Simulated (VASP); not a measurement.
Crystal: Co.

```
Co
1.0
     0.00000    3.58900    3.58900
     1.79450    0.00000    1.79450
     1.79450    1.79450    0.00000
Co
2
Direct
  0.00000 0.00000 0.00000
  0.50000 0.00000 0.00000
```

Base run:

```yaml
Program: VASP 6.6.1
Functional: PBE
Potentials_or_basis: VASP PAW PBE potentials, release 64 (Co)
Cutoff: 600 eV
k_mesh: 6 × 12 × 12
Occupations: fermi-dirac, width 0.05 eV
Spin: collinear spin, ferromagnetic start
Starting_moments: "[3.0, 3.0] μB"
Hubbard_terms: Co d U = 2.7 eV
```

Its results: pressure -6.0 GPa; net moment 3.56 μB per cell; site moments Co +1.84 μB.

Task: The run is repeated on the same cell with these changes: spin from collinear spin, ferromagnetic start to collinear spin, antiferromagnetic start; moments at the start from [3.0, 3.0] to [3.0, -3.0]. What comes out?

Result: Pressure -0.7 GPa; net moment 0.00 μB per cell; site moments Co +1.95, -1.95 μB.

Caveats: the U is typed as a test and isn't derived for this compound.
